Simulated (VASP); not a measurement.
# Ge (Imma) in VASP: notebook, part 2 of 2

VASP 6.6.1. Earlier steps stand in the parts before.

### Step 4. Single point, PBE (engineering shear strain xy -0.0800, normal strain along z +0.0200)

The input, INCAR:

```
SYSTEM = Ge
PREC     = Accurate       ! precision mode
ENCUT    = 520            ! plane-wave cutoff, eV
EDIFF    = 1E-6           ! SCF threshold, eV
ISMEAR   = 0              ! smearing method
SIGMA    = 0.15           ! smearing width, eV
LREAL    = .False.        ! projectors in reciprocal space
LASPH    = .True.         ! aspherical terms in the spheres
NELM     = 60             ! most SCF steps
ALGO     = Normal         ! electronic algorithm
ISIF     = 2              ! what is computed and relaxed
LWAVE    = .False.        ! write WAVECAR
LCHARG   = .False.        ! write CHGCAR
GGA      = PE             ! functional
NBANDS   = 21             ! bands
```

The input, KPOINTS:

```
Automatic mesh
0
Gamma
  14 14 14
  0 0 0
```

The input, POSCAR:

```
Ge
1.0
   -0.1152213909      2.8805347716      2.9381454670
    2.8805347716     -0.1152213909      2.9381454670
    2.7653133807      2.7653133807      0.0000000000
Ge
2
Direct
    0.5000000000      0.5000000000      0.5000000000
    0.7500000000      0.7500000000      0.7500000000
```

Potentials or basis: VASP PAW PBE potentials, release 64 (Ge_d).

Started as:

```
> cat potpaw_PBE.64/Ge_d/POTCAR > POTCAR
> mpirun -np 1 vasp_std > vasp.out
```

OUTCAR:

```text
SYSTEM = Ge
   PREC = Accurate
   ENCUT = 520
   EDIFF = 1E-6
   ISMEAR = 0
   LREAL = .False.
   LASPH = .True.
   NELM = 60
   ISIF = 2
   GGA = PE

 ion  position               nearest neighbor table
   1  0.500  0.500  0.500-   2 2.45   2 2.45   2 2.58   2 2.58
   2  0.750  0.750  0.750-   1 2.45   1 2.45   1 2.58   1 2.58

  LATTYP: Found a body centered orthorhombic cell.
 ALAT       =     3.9107436872
 B/A-ratio  =     1.0833333334
 C/A-ratio  =     1.5026019100

  Lattice vectors:

[... 765 lines left out ...]
------------------------ aborting loop because EDIFF is reached ----------------------------------------

  FORCE on cell =-STRESS in cart. coord.  units (eV):
  Direction    XX          YY          ZZ          XY          YZ          ZX
  --------------------------------------------------------------------------------------
  -------------------------------------------------------------------------------------
  Total       -0.0157180     -0.0157180     -0.4763681      1.6690893      0.0000000      0.0000000
  in kB       -0.5173151     -0.5173151    -15.6783063     54.9333460      0.0000000      0.0000000
  external PRESSURE =      -5.5709788 kB  Pullay stress =       0.0000000 kB

 VOLUME and BASIS-vectors are now :
 -----------------------------------------------------------------------------
  energy-cutoff  :      520.00
  volume of cell :       48.68
      direct lattice vectors                 reciprocal lattice vectors
    -0.115221391  2.880534772  2.938145467    -0.166902769  0.166902769  0.170175373
     2.880534772 -0.115221391  2.938145467     0.166902769 -0.166902769  0.170175373
     2.765313381  2.765313381  0.000000000     0.180811334  0.180811334 -0.170175373

 POSITION                                       TOTAL-FORCE (eV/Angst)
 -----------------------------------------------------------------------------------
      2.76531      2.76531      2.93815         0.000000      0.000000     -0.548364
      4.14797      4.14797      4.40722         0.000000      0.000000      0.548364
 -----------------------------------------------------------------------------------
    total drift:                               -0.000000     -0.000000      0.000000

  FREE ENERGIE OF THE ION-ELECTRON SYSTEM (eV)
  ---------------------------------------------------
  free  energy   TOTEN  =        -8.9650386796 eV

  energy  without entropy=       -8.9641336476  energy(sigma->0) =       -8.96458616
```

OSZICAR:

```text
N       E                     dE             d eps       ncg     rms          rms(c)
DAV:   1     0.194104622908E+03    0.19410E+03   -0.14687E+04 20125   0.356E+03
DAV:   2     0.196805732720E+02   -0.17442E+03   -0.16904E+03 18021   0.618E+02
DAV:   3    -0.805258645940E+01   -0.27733E+02   -0.27561E+02 20796   0.145E+02
DAV:   4    -0.901988895625E+01   -0.96730E+00   -0.96678E+00 20206   0.318E+01
DAV:   5    -0.903621806698E+01   -0.16329E-01   -0.16329E-01 20670   0.458E+00    0.292E+00
DAV:   6    -0.898786597147E+01    0.48352E-01   -0.21235E-02 20904   0.163E+00    0.173E+00
DAV:   7    -0.896336106201E+01    0.24505E-01   -0.51026E-02 21258   0.213E+00    0.155E-01
DAV:   8    -0.896480311748E+01   -0.14421E-02   -0.69264E-03 20702   0.945E-01    0.608E-02
DAV:   9    -0.896496559823E+01   -0.16248E-03   -0.35730E-04 20990   0.251E-01    0.308E-02
DAV:  10    -0.896503413472E+01   -0.68536E-04   -0.84167E-05 22976   0.721E-02    0.504E-03
DAV:  11    -0.896503813869E+01   -0.40040E-05   -0.79777E-06 17707   0.310E-02    0.212E-03
DAV:  12    -0.896503867964E+01   -0.54095E-06   -0.53237E-07 14065   0.563E-03
   1 F= -.89650387E+01 E0= -.89645862E+01  d E =-.905032E-03
```

stdout:

```text
POSCAR found type information on POSCAR Ge
 POSCAR found :  1 types and       2 ions
 scaLAPACK will be used
 LDA part: xc-table for (Slater+PW92), standard interpolation
 POSCAR, INCAR and KPOINTS ok, starting setup
 FFT: planning ... GRIDC
 FFT: planning ... GRID_SOFT
 FFT: planning ... GRID
 WAVECAR not read
 entering main loop
```

It took 2.4 min on 1 thread of Intel Xeon 6975P-C (Granite Rapids), shared host; peak memory 0.44 GiB.

What came out:

| Item | Value |
| --- | --- |
| Free energy | -8.9650 eV |
| Pressure | -0.6 GPa |
| Largest force | 0.548 eV/Å |
| Band gap on the k mesh | zero (bands 14 and 15 overlap by 0.35 eV) |

Forces in eV/Å, atoms in the order of the input:
```
Ge   0.000  0.000 -0.548
Ge   0.000  0.000  0.548
```

Caveat: the cell differs from its parent crystal (engineering shear strain xy -0.0800, normal strain along z +0.0200); semilocal functionals underestimate gaps, so a narrow gap can read as zero.

### Step 5. Overview

| cell | gap on the mesh (eV) | pressure (GPa) | largest force (eV/Å) |
| --- | --- | --- | --- |
| a = 4.157, b = 4.157, c = 3.951 Å, angles 61.6, 61.6, 60.6°, 2 atoms | none | -1.8 | 0.37 |
| a = 4.096, b = 4.096, c = 3.911 Å, angles 61.5, 61.5, 62.3°, 2 atoms | none | 0.0 | 0.58 |
| a = 4.116, b = 4.116, c = 3.911 Å, angles 61.6, 61.6, 61.9°, 2 atoms | none | -0.6 | 0.55 |

Alike in all rows: task single point; level PBE; potentials or basis VASP PAW PBE potentials, release 64 (Ge_d); no spin polarisation; k mesh 14 × 14 × 14; cutoff (eV) 520; smearing gaussian 0.15 eV.

Caveats: semilocal functionals underestimate gaps, so a narrow gap can read as zero.

Total energies depend on the potentials used, so only differences within one code and one set of settings carry meaning.
